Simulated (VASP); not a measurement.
Here is a VASP 6.6.1 calculation.

File INCAR:

```
  ALGO = Fast
  EDIFF = 1E-6
  ENCUT = 520
  GGA = PS
  ISIF = 2
  ISMEAR = 0
  LASPH = T
  LCHARG = T
  LELF = T
  LREAL = F
  LVHAR = T
  LWAVE = F
  NBANDS = 18
  NELM = 100
  PREC = Accurate
  SIGMA = 0.1
```

KPOINTS

```
k-points
0
Gamma
  18 18 14
```

POSCAR

```
Au
1.0
    2.0418799352      2.0418799352      0.0000000000
   -2.0418799352      2.0418799352      0.0000000000
    0.0000000000      0.0000000000      4.1245974691
Au
2
Direct
    0.0000000000      0.0000000000      0.0000000000
    0.5000000000      0.5000000000      0.5000000000
```

Potentials or basis: VASP PAW PBE potentials, release 64 (Au).

Command:

```sh
$ cat potpaw_PBE.64/Au/POTCAR > POTCAR
$ mpirun -np 1 vasp_std > vasp.out
```

Task: Estimate the band gap on the k mesh.

Result: Zero (bands 11 and 12 overlap by 7.31 eV).

Task: What does it give for the pressure?

Result: -2.0 GPa.

Stress tensor (GPa, compression positive):
```
-1.78  0.00  0.00
 0.00 -1.78  0.00
 0.00  0.00 -2.51
```

Caveat: the cell differs from its parent crystal (strain along c alone, the other axes held: +1.0 %); the PAW data sets were made with another functional, which shifts forces and pressure a little; spin-orbit coupling is left out, which moves the levels of the heavy elements.
